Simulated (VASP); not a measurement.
# Ti4C in VASP: a series of runs

The runs below take Ti4C through relaxation of the atoms, with PBEsol.

All numbers are computed with VASP 6.6.1; they aren't measurements. Logs are shortened: lines on timing, memory, paths and dates and some standing lists are left out, and cuts for length are marked.

## 1. The cell of the first run

The cell holds a slab with vacuum, 5 atoms: a = 3.210 Å, b = 3.210 Å, c = 20.107 Å, α = 90.00°, β = 90.00°, γ = 90.00°.

## 2. Relaxation of the atoms, PBEsol

File INCAR:

```
PREC = Accurate ; ENCUT = 520
EDIFF = 1E-7 ; ISMEAR = 0
SIGMA = 0.1 ; LREAL = False
LASPH = True ; NELM = 100
ALGO = Normal ; ISIF = 2
LWAVE = False ; LCHARG = False
LDIPOL = True ; IDIPOL = 3
DIPOL = 0.5 0.5 0.352 ; GGA = PS
IBRION = 2 ; NSW = 36
EDIFFG = -0.025 ; KPAR = 4
```

File KPOINTS:

```
Automatic mesh
0
Gamma
  8 8 1
```

File POSCAR:

```
Ti4C
1.0
    3.2102321090      0.0000000000      0.0000000000
    0.0000000000      3.2102321090      0.0000000000
    0.0000000000      0.0000000000     20.1069940753
Ti C
4 1
Selective dynamics
Direct
    0.5000000000      0.5000000000      0.1989357527  F F F
    0.0000000000      0.0000000000      0.2787644953  F F F
    0.5000000000      0.5000000000      0.3538359372  F F F
    0.0000000000      0.0000000000      0.4280597111  F F F
    0.1250000000      0.3750000000      0.5026606184  F F T
```

Potentials or basis: VASP PAW PBE potentials, release 64 (Ti_sv, C).

Command:

```bash
$ cat potpaw_PBE.64/Ti_sv/POTCAR potpaw_PBE.64/C/POTCAR > POTCAR
$ mpirun -np 4 vasp_std > vasp.out
```

OUTCAR:

```text
PREC = Accurate
   ENCUT = 520
   EDIFF = 1E-7
   ISMEAR = 0
   LREAL = False
   LASPH = True
   NELM = 100
   ISIF = 2
   GGA = PS
   IBRION = 2
   NSW = 36
   EDIFFG = -0.025

 ion  position               nearest neighbor table
   1  0.500  0.500  0.199-   2 2.78   2 2.78   2 2.78   2 2.78
   2  0.000  0.000  0.279-   3 2.73   3 2.73   3 2.73   3 2.73   1 2.78   1 2.78   1 2.78   1 2.78

   3  0.500  0.500  0.354-   4 2.72   4 2.72   4 2.72   4 2.72   2 2.73   2 2.73   2 2.73   2 2.73

   4  0.000  0.000  0.428-   5 1.96   3 2.72   3 2.72   3 2.72   3 2.72
   5  0.125  0.375  0.503-   4 1.96

  LATTYP: Found a simple tetragonal cell.
 ALAT       =     3.2102321090
 C/A-ratio  =     6.2634081875

  Lattice vectors:

 A1 = (   3.2102321090,   0.0000000000,   0.0000000000)
 A2 = (   0.0000000000,   3.2102321090,   0.0000000000)
 A3 = (   0.0000000000,   0.0000000000,  20.1069940753)

Analysis of symmetry for initial positions (statically):
=====================================================================
 Subroutine PRICEL returns:
 Original cell was already a primitive cell.

 Routine SETGRP: Setting up the symmetry group for a
 simple tetragonal supercell.

 Subroutine GETGRP returns: Found  1 space group operations
 (whereof  1 operations were pure point group operations)
 out of a pool of 16 trial point group operations.

The static configuration has the point symmetry C_1 .

Analysis of symmetry for dynamics (positions and initial velocities):
=====================================================================
 Subroutine PRICEL returns:
 Original cell was already a primitive cell.

 Routine SETGRP: Setting up the symmetry group for a
 simple tetragonal supercell.

 Subroutine GETGRP returns: Found  1 space group operations
 (whereof  1 operations were pure point group operations)
 out of a pool of 16 trial point group operations.

The dynamic configuration has the point symmetry C_1 .

Analysis of constrained symmetry for selective dynamics:
=====================================================================
 Subroutine PRICEL returns:
 Original cell was already a primitive cell.

 Routine SETGRP: Setting up the symmetry group for a
 simple tetragonal supercell.

 Subroutine GETGRP returns: Found  1 space group operations
 (whereof  1 operations were pure point group operations)
 out of a pool of 16 trial point group operations.

The constrained configuration has the point symmetry C_1 .

 Subroutine INISYM returns: Found  1 space group operations
 (whereof  1 operations are pure point group operations),
 and found     1 'primitive' translations

----------------------------------------------------------------------------------------

                                     Primitive cell

  volume of cell :     207.2144

  direct lattice vectors                    reciprocal lattice vectors
     3.210232109  0.000000000  0.000000000     0.311503955  0.000000000  0.000000000
     0.000000000  3.210232109  0.000000000     0.000000000  0.311503955  0.000000000
     0.000000000  0.000000000 20.106994075     0.000000000  0.000000000  0.049733938

  length of vectors
     3.210232109  3.210232109 20.106994075     0.311503955  0.311503955  0.049733938

  position of ions in fractional coordinates (direct lattice)
     0.500000000  0.500000000  0.198935753
     0.000000000  0.000000000  0.278764495
     0.500000000  0.500000000  0.353835937
     0.000000000  0.000000000  0.428059711
     0.125000000  0.375000000  0.502660618

  ion indices of the primitive-cell ions
   primitive index   ion index
                 1           1
                 2           2
                 3           3
                 4           4
                 5           5

----------------------------------------------------------------------------------------

 KPOINTS: Automatic mesh

Automatic generation of k-mesh.
 Grid dimensions read from file:
 generate k-points for:    8    8    1

 Generating k-lattice:

  Cartesian coordinates                     Fractional coordinates (reciprocal lattice)
     0.038937994  0.000000000  0.000000000     0.125000000  0.000000000  0.000000000
     0.000000000  0.038937994  0.000000000     0.000000000  0.125000000  0.000000000
     0.000000000  0.000000000  0.049733938     0.000000000  0.000000000  1.000000000

  Length of vectors
     0.038937994  0.038937994  0.049733938

  Shift w.r.t. Gamma in fractional coordinates (k-lattice)
     0.000000000  0.000000000  0.000000000

 Subroutine IBZKPT returns following result:
 ===========================================

 Found     34 irreducible k-points:

 Following reciprocal coordinates:
            Coordinates               Weight
  0.000000  0.000000  0.000000      1.000000
  0.125000  0.000000  0.000000      2.000000
  0.000000  0.125000  0.000000      2.000000
  0.250000  0.000000  0.000000      2.000000
  0.000000  0.250000  0.000000      2.000000
  0.375000  0.000000  0.000000      2.000000
[... 16 lines left out ...]
 -0.250000  0.250000  0.000000      2.000000
  0.375000  0.250000  0.000000      2.000000
 [... further k-points ...]
   k-points           NKPTS =     34   k-points in BZ     NKDIM =     34   number of bands    NBANDS=     31
   number of dos      NEDOS =    301   number of ions     NIONS =      5
   total plane-waves  NPLWV =  86400
   dimension x,y,z NGX =    24 NGY =   24 NGZ =  150
   dimension x,y,z NGXF=    48 NGYF=   48 NGZF=  300
   ions per type =               4   1
   NGX,Y,Z   is equivalent  to a cutoff of  12.43, 12.43, 12.40 a.u.
   NGXF,Y,Z  is equivalent  to a cutoff of  24.86, 24.86, 24.80 a.u.
 SYSTEM =  unknown system
   PREC   = accura    normal or accurate (medium, high low for compatibility)
   ISTART =      0    job   : 0-new  1-cont  2-samecut
   ICHARG =      2    charge: 1-file 2-atom 10-const
   ISPIN  =      1    spin polarized calculation?
   LNONCOLLINEAR =      F non collinear calculations
   LSORBIT =      F    spin-orbit coupling
   LASPH  =      T    aspherical Exc in radial PAW
   ENCUT  =  520.0 eV  38.22 Ry    6.18 a.u.   5.97  5.97 37.39*2*pi/ulx,y,z
   NELM   =    100;   NELMIN=  2; NELMDL= -5     # of ELM steps
   EDIFF  = 0.1E-06   stopping-criterion for ELM
   LREAL  =      F    real-space projection
   EDIFFG = -.3E-01   stopping-criterion for IOM
   NSW    =     36    number of steps for IOM
   IBRION =      2    ionic relax: 0-MD 1-quasi-New 2-CG
   NFREE  =      1    steps in history (QN), initial steepest desc. (CG)
   ISIF   =      2    stress and relaxation
   ISYM   =      2    0-nonsym 1-usesym 2-fastsym
   POTIM  = 0.5000    time-step for ionic-motion
   TEBEG  =    0.0;   TEEND  =   0.0 temperature during run
   PSTRESS=    0.0 pullay stress
   NELECT =      52.0000    total number of electrons
   NUPDOWN=      -1.0000    fix difference up-down
   EMIN   =  10.00;   EMAX   =-10.00  energy-range for DOS
   EFERMI =   0.00;   METHOD = LEGACY
   ISMEAR =     0;   SIGMA  =   0.10  broadening in eV -4-tet -1-fermi 0-gaus
   EFERMI_NEDOS =   21; number of points for ismear=-14 and -15
   IALGO  =     38    algorithm
   IMIX   =      4    mixing-type and parameters
     AMIX     =   0.40;   BMIX     =  1.00
     AMIX_MAG =   1.60;   BMIX_MAG =  1.00
  volume/ion in A,a.u.               =      41.44       279.67
  Fermi-wavevector in a.u.,A,eV,Ry     =   1.032609  1.951348 14.507641  1.066282
  Thomas-Fermi vector in A             =   2.166815
   LORBIT       =      0    0 simple, 1 ext, 2 COOP (PROOUT), +10 PAW based schemes
   GGA     = PS    functional components
   LHFCALC =     F    Hartree Fock is set to
   AEXX    =    0.0000 exact exchange contribution
   IVDW    =     0    specifies the selected vdW correction
   LEPSILON=     F    determine dielectric tensor
   LRPA    =     F    only Hartree local field effects (RPA)
 conjugate gradient relaxation of ions
 non-spin polarized calculation
 Gauss-broadening in eV      SIGMA  =   0.10
  energy-cutoff  :      520.00
  volume of cell :      207.21
 maximum number of plane-waves:      5638
   NGX = 11   NGY = 11   NGZ = 75

 dipolmoment           0.000000      0.000000     -0.032450 electrons x Angstroem

--------------------------------------- Ionic step        1  -------------------------------------------

 number of electron      51.9999995 magnetization

 Free energy of the ion-electron system (eV)
  ---------------------------------------------------
  ext. energy  EPLUGINS =         0.00000000
  ---------------------------------------------------
  free energy    TOTEN  =       -36.83821864 eV

  energy without entropy =      -36.79153809  energy(sigma->0) =      -36.81487837

------------------------ aborting loop because EDIFF is reached ----------------------------------------

  FORCE on cell =-STRESS in cart. coord.  units (eV):
  Direction    XX          YY          ZZ          XY          YZ          ZX
  --------------------------------------------------------------------------------------
  -------------------------------------------------------------------------------------
  Total       -2.3757378     -3.2155303     -4.3760832      0.0052642      0.9485204      0.5348130
  in kB      -18.3691501    -24.8624072    -33.8357755      0.0407028      7.3339381      4.1351621
  external PRESSURE =     -25.6891110 kB  Pullay stress =       0.0000000 kB
[... 180 lines left out ...]
  energy  without entropy=      -37.3349675991  energy(sigma->0) =      -37.35637566

--------------------------------------- Ionic step        6  -------------------------------------------

 number of electron      51.9999995 magnetization

 dipolmoment           0.000000      0.000000      0.190381 electrons x Angstroem

 Free energy of the ion-electron system (eV)
  ---------------------------------------------------
  ext. energy  EPLUGINS =         0.00000000
  ---------------------------------------------------
  free energy    TOTEN  =       -37.37785129 eV

  energy without entropy =      -37.33496945  energy(sigma->0) =      -37.35641037

 E-fermi :  -0.3538     XC(G=0):  -5.1751

 val. band max:       -0.3664043228   @ k =   0.2500   0.1250   0.0000
 cond. band min:      -0.3457882936   @ k =  -0.2500   0.1250   0.0000
 fundamental gap:      0.0206160292
 Fermi energy:        -0.3538092959

 k-point     1 :       0.0000    0.0000    0.0000
  band No.  band energies     occupation
      1     -57.1200      2.00000
      2     -56.4438      2.00000
      3     -56.2316      2.00000
      4     -55.9271      2.00000
      5     -33.5840      2.00000
      6     -33.3796      2.00000
[... 805 lines left out ...]
     30       0.6364      0.00000
     31       0.9358      0.00000

 [... further k-points ...]

------------------------ aborting loop because EDIFF is reached ----------------------------------------

 vacuum level on the upper side and lower side of the slab       (xc-potential included)         1.505        -1.787

  FORCE on cell =-STRESS in cart. coord.  units (eV):
  Direction    XX          YY          ZZ          XY          YZ          ZX
  --------------------------------------------------------------------------------------
  -------------------------------------------------------------------------------------
  Total       -1.1587568      0.4124580     -0.0119852      1.1708082      4.1825254      2.0211052
  in kB       -8.9594812      3.1891155     -0.0926696      9.0526627     32.3391907     15.6271395
  external PRESSURE =      -1.9543451 kB  Pullay stress =       0.0000000 kB

 VOLUME and BASIS-vectors are now :
 -----------------------------------------------------------------------------
  energy-cutoff  :      520.00
  volume of cell :      207.21
      direct lattice vectors                 reciprocal lattice vectors
     3.210232109  0.000000000  0.000000000     0.311503955  0.000000000  0.000000000
     0.000000000  3.210232109  0.000000000     0.000000000  0.311503955  0.000000000
     0.000000000  0.000000000 20.106994075     0.000000000  0.000000000  0.049733938
[... 11 lines left out ...]
  FREE ENERGIE OF THE ION-ELECTRON SYSTEM (eV)
  ---------------------------------------------------
  free  energy   TOTEN  =       -37.3778512870 eV

  energy  without entropy=      -37.3349694482  energy(sigma->0) =      -37.35641037

 reached required accuracy - stopping structural energy minimisation

 vacuum level on the upper side and lower side of the slab         6.215         2.833
```

Run time: 8.2 min. Hardware: 4 MPI ranks of Intel Xeon Platinum 8375C at 2.90GHz (Ice Lake), shared host; peak memory 0.4 GiB.

Results:

```yaml
Free_energy: -37.3779 eV
Energy_gained_by_relaxing: 107.9 meV/atom
Ionic_steps: 6
Band_gap_on_the_k_mesh: zero (bands 26 and 27 overlap by 0.49 eV)
```

The path:
| step | energy change (eV) | largest force on free atoms (eV/Å) | pressure (GPa) |
| --- | --- | --- | --- |
| 1 | 0.0000 | 2.7313 | -2.57 |
| 2 | -0.3154 | 1.9951 | -1.83 |
| 3 | -0.5388 | 0.1433 | -0.09 |
| 4 | -0.5396 | 0.0425 | -0.23 |
| 5 | -0.5396 | 0.0419 | -0.17 |
| 6 | -0.5396 | 0.0085 | -0.20 |

Final structure:
```cif
data_structure
_symmetry_space_group_name_H-M 'P 1'
_symmetry_Int_Tables_number 1
_cell_length_a 3.2102
_cell_length_b 3.2102
_cell_length_c 20.1070
_cell_angle_alpha 90.000
_cell_angle_beta 90.000
_cell_angle_gamma 90.000
_cell_volume 207.21
loop_
_atom_site_label
_atom_site_type_symbol
_atom_site_fract_x
_atom_site_fract_y
_atom_site_fract_z
_atom_site_occupancy
Ti1 Ti 0.50000 0.50000 0.19894 1
Ti2 Ti 0.00000 0.00000 0.27876 1
Ti3 Ti 0.50000 0.50000 0.35384 1
Ti4 Ti 0.00000 0.00000 0.42806 1
C1 C 0.12500 0.37500 0.48589 1
```

Levels at points of the mesh, in eV from the Fermi level:
```
           k point  band 22  band 23  band 24  band 25  band 26  band 27  band 28  band 29  band 30  band 31
(0.00, 0.00, 0.00)    -1.92    -1.20    -0.78     0.19     0.22     0.94     0.99     1.03     1.19     1.33
(0.50, 0.00, 0.00)    -1.70    -0.99    -0.46    -0.16     0.07     0.20     0.47     1.01     1.28     1.51
(0.00, 0.50, 0.00)    -0.91    -0.55    -0.30    -0.15    -0.06     0.23     0.46     0.91     1.02     1.33
(0.50, 0.50, 0.00)    -0.77    -0.64    -0.57    -0.39    -0.26     0.08     0.26     0.71     1.81     2.09
```

Caveat: the PAW data sets were made with another functional, which shifts forces and pressure a little.

[end of part 1 of 2]

The gap in the log of VASP goes by the Fermi energy; the results here count the filled bands.